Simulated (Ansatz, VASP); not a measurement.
# One calculation of AlRu, two programs

```
CELL_PARAMETERS angstrom
2.97873 -2.97778 -2.97107
2.97873 -2.97778 2.97107
-2.97992 -5.95674 0.00000
ATOMIC_POSITIONS crystal
Al 0.66667 0.66667 0.33333
Al 0.50000 0.50000 0.00000
Al 0.33333 0.33333 0.66667
Al 0.16667 0.16667 0.33333
Al 0.00000 0.00000 0.00000
Al 0.83333 0.83333 0.66667
Ru 0.16667 0.66667 0.33333
Ru 0.00000 0.50000 0.00000
Ru 0.83333 0.33333 0.66667
Ru 0.66667 0.16667 0.33333
Ru 0.50000 0.00000 0.00000
Ru 0.33333 0.83333 0.66667
```

Alike in both runs: functional PBEsol; k mesh 8 × 8 × 6; occupations gaussian, width 0.1 eV; no spin polarisation.

Ansatz relaxed the structure, and its values are those at the end. VASP's run is a single point on that final structure, the one shown.

```csv
,VASP,Ansatz
version,VASP 6.6.1,Ansatz 0.2.0
potentials or method,"VASP PAW PBE potentials, release 64 (Al, Ru_pv), cutoff 520 eV","scalar-relativistic, plane waves, PAW"
valence electrons in the cell,102,114
```

```tsv
	VASP	Ansatz	Ansatz less VASP
gap on the k mesh at the Fermi level (eV)	none	none	-
pressure (GPa)	0.1	0.0	-0.06
```

VASP's potentials were made for PBE, not for PBEsol. A gap of «none» marks a metal or a gap that the smearing closes. The functional is the same, so the differences come from potentials, cutoffs and numerics. VASP's potentials hold 102 valence electrons a cell and Ansatz's 114, so a difference there can come from the potentials and not from the codes.
